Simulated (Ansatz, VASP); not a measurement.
GaSb2 in VASP and in Ansatz

```xyz
6
Lattice="4.0703 0.0000 0.0000 -2.0351 3.5249 0.0000 0.0000 0.0000 11.2355" Properties=species:S:1:pos:R:3 pbc="T T T"
Ga    0.0000    2.3500    2.8089
Ga    2.0351    1.1750    8.4266
Sb    0.0000    2.3500    6.6501
Sb    2.0351    1.1750    1.0324
Sb    0.0000    2.3500   10.2031
Sb    2.0351    1.1750    4.5854
```

Change from the starting cell: the structure that the rattled 2H molybdenite type (P6_3/mmc, No. 194) fell into.

Alike in both runs: functional PBE; k mesh 12 × 12 × 4; occupations gaussian, width 0.1 eV; no spin polarisation.

Ansatz relaxed the structure, and its values are those at the end. VASP's run is a single point on that final structure, the one shown.

|  | VASP | Ansatz |
| --- | --- | --- |
| version | VASP 6.6.1 | Ansatz 0.2.0 |
| potentials or method | VASP PAW PBE potentials, release 64 (Ga_d, Sb), cutoff 520 eV | scalar-relativistic, plane waves, PAW |
| valence electrons in the cell | 46 | 86 |

|  | VASP | Ansatz | Ansatz less VASP |
| --- | --- | --- | --- |
| gap on the k mesh at the Fermi level (eV) | none | none | - |
| pressure (GPa) | 0.0 | 0.0 | +0.01 |

A gap of «none» marks a metal or a gap that the smearing closes. VASP's potentials hold 46 valence electrons a cell and Ansatz's 86, so a difference there can come from the potentials and not from the codes.

Spin-orbit coupling is off throughout.
